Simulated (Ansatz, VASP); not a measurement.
Two plane-wave programs on SiB6

```xyz
7
Lattice="4.1300 0.0000 0.0000 0.0000 4.1300 0.0000 0.0000 0.0000 4.1300" Properties=species:S:1:pos:R:3 pbc="T T T"
Si    0.0000    0.0000    0.0000
B     0.8673    2.0650    2.0650
B     2.0650    0.8673    2.0650
B     3.2627    2.0650    2.0650
B     2.0650    3.2627    2.0650
B     2.0650    2.0650    0.8673
B     2.0650    2.0650    3.2627
```

Alike in both runs: task relaxation of cell and atoms; functional PBE; k mesh 4 × 4 × 4; occupations gaussian, width 0.1 eV; no spin polarisation.

|  | VASP | Ansatz |
| --- | --- | --- |
| version | VASP 6.6.1 | Ansatz 0.2.0 |
| potentials or method | VASP PAW PBE potentials, release 64 (Si, B), cutoff 600 eV | scalar-relativistic, plane waves, PAW |
| valence electrons in the cell | 22 | 22 |

Ansatz gave:

- gap on the k mesh at the Fermi level, each at its own relaxed structure (eV): 0.06
- relaxed volume (Å³/atom): 10.09
- relaxed length of the cell vector where the two differ most in proportion (Å): 4.134

Estimate VASP's values.

gap on the k mesh at the Fermi level, each at its own relaxed structure (eV): 0.06; relaxed volume (Å³/atom): 10.07; relaxed length of the cell vector where the two differ most in proportion (Å): 4.131.
